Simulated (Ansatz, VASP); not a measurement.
## MgBCl5: VASP beside Ansatz

```xyz
7
Lattice="4.6088 0.0000 0.0000 0.0000 4.6088 0.0000 0.0000 0.0000 6.9105" Properties=species:S:1:pos:R:3 pbc="T T T"
Mg    0.0000    0.0000    0.0000
B     2.3044    2.3044    3.4553
Cl    2.3044    0.0000    5.4879
Cl    2.3044    0.0000    1.4227
Cl    0.0000    2.3044    5.4879
Cl    0.0000    2.3044    1.4227
Cl    0.0000    0.0000    3.4553
```

Change from the starting cell: species swapped into the BaYF5 type (P4/mmm, No. 123).

Alike in both runs: task relaxation of cell and atoms; functional PBE; k mesh 8 × 8 × 6; occupations gaussian, width 0.1 eV; no spin polarisation.

|  | VASP | Ansatz |
| --- | --- | --- |
| version | VASP 6.6.1 | Ansatz 0.2.0 |
| potentials or method | VASP PAW PBE potentials, release 64 (Mg, B, Cl), cutoff 600 eV | scalar-relativistic, plane waves, PAW |
| valence electrons in the cell | 40 | 48 |

|  | VASP | Ansatz | Ansatz less VASP |
| --- | --- | --- | --- |
| gap on the k mesh at the Fermi level, each at its own relaxed structure (eV) | none | none | - |
| relaxed volume (Å³/atom) | 21.13 | 21.18 | +0.050 |
| relaxed length of the cell vector where the two differ most in proportion (Å) | 4.595 | 4.601 | +0.0055 |

A gap of «none» marks a metal or a gap that the smearing closes. VASP's potentials hold 40 valence electrons a cell and Ansatz's 48, so a difference there can come from the potentials and not from the codes.
